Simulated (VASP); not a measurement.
Mo: single point with PBE

Crystal: Mo.

```
CELL_PARAMETERS angstrom
-1.58022 1.61182 1.58022
1.58022 -1.61182 1.58022
1.58022 1.61182 -1.58022
ATOMIC_POSITIONS crystal
Mo 0.00000 0.00000 0.00000
```

```yaml
Program: VASP 6.6.1
Task: single point
Functional: PBE
Potentials_or_basis: VASP PAW PBE potentials, release 64 (Mo_sv)
Cutoff: 520 eV
k_mesh: 26 × 26 × 26
Occupations: gaussian, width 0.15 eV
Spin: no spin polarisation
Dipole_correction: no
Further_INCAR_settings: ALGO = Fast; EDIFF = 1e-07; NBANDS = 13
```

| Item | Value |
| --- | --- |
| Pressure | -4.3 GPa |
| Band gap on the k mesh | zero (band 7 reaches 15.90 eV, above the bottom of band 8 at 10.95 eV) |

Stress tensor (GPa, compression positive):
```
-2.41  0.00  0.00
 0.00 -8.15  0.00
 0.00  0.00 -2.41
```

Levels at points of the mesh, in eV from the Fermi level:
| k point | band 5 | band 6 | band 7 | band 8 | band 9 | band 10 |
| --- | --- | --- | --- | --- | --- | --- |
| (0.00, 0.00, 0.00) | -7.13 | -1.37 | -1.37 | -1.15 | 1.48 | 1.75 |
| (0.50, 0.00, 0.00) | -5.13 | -3.18 | 1.48 | 1.51 | 2.22 | 4.53 |
| (0.00, 0.50, 0.00) | -5.16 | -3.41 | 1.63 | 1.81 | 2.33 | 4.58 |
| (0.50, 0.50, 0.50) | -5.23 | -5.18 | 3.78 | 3.85 | 3.85 | 8.51 |

It took 93 s on 1 thread of Intel(R) Xeon(R) 6975P-C (Granite Rapids), with other jobs on the host, peak memory 0.35 GiB.
